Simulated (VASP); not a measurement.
Set up this calculation in VASP 6.6.1, as the native input.

```yaml
Task: single point
Functional: PBEsol
Potentials_or_basis: VASP PAW PBE potentials, release 64 (Li_sv, In_d, Ir)
Cutoff: 520 eV
k_mesh: 12 × 12 × 18
Occupations: gaussian, width 0.15 eV
Spin: no spin polarisation
Dipole_correction: no
Further_INCAR_settings: ALGO = Fast; EDIFF = 1e-06; NBANDS = 20
```

The structure of LiInIr lies in POSCAR:

```
LiInIr
1.0
    4.0261947085      0.0000000000      0.0000000000
   -2.0130973543      3.4867868982      0.0000000000
    0.0000000000      0.0000000000      3.2493716150
Li In Ir
1 1 1
Direct
    0.0000000000      0.0000000000      0.0000000000
    0.3333333333      0.6666666667      0.5000000000
    0.6666666667      0.3333333333      0.0000000000
```

This cell differs from its parent crystal: ratio of the length along z to the lengths across it x 1.2, volume and fractional coordinates fixed.

One way to write it, as run:

INCAR

```
SYSTEM = LiInIr
  PREC = Accurate
  ENCUT = 520
  EDIFF = 1E-6
  ISMEAR = 0
  SIGMA = 0.15
  LREAL = .FALSE.
  LASPH = .TRUE.
  NELM = 100
  ALGO = Fast
  ISIF = 2
  LWAVE = .FALSE.
  LCHARG = .FALSE.
  GGA = PS
  NBANDS = 20
```

KPOINTS

```
Automatic mesh
0
G
  12 12 18
  0 0 0
```

Potentials or basis: VASP PAW PBE potentials, release 64 (Li_sv, In_d, Ir).

Command:

```sh
$ cat potpaw_PBE.64/Li_sv/POTCAR potpaw_PBE.64/In_d/POTCAR potpaw_PBE.64/Ir/POTCAR > POTCAR
$ mpirun -np 1 vasp_std > vasp.out
```

Wall time 110 s on 1 thread of Intel(R) Xeon(R) 6975P-C (Granite Rapids) (shared host), peak memory 0.3 GiB.
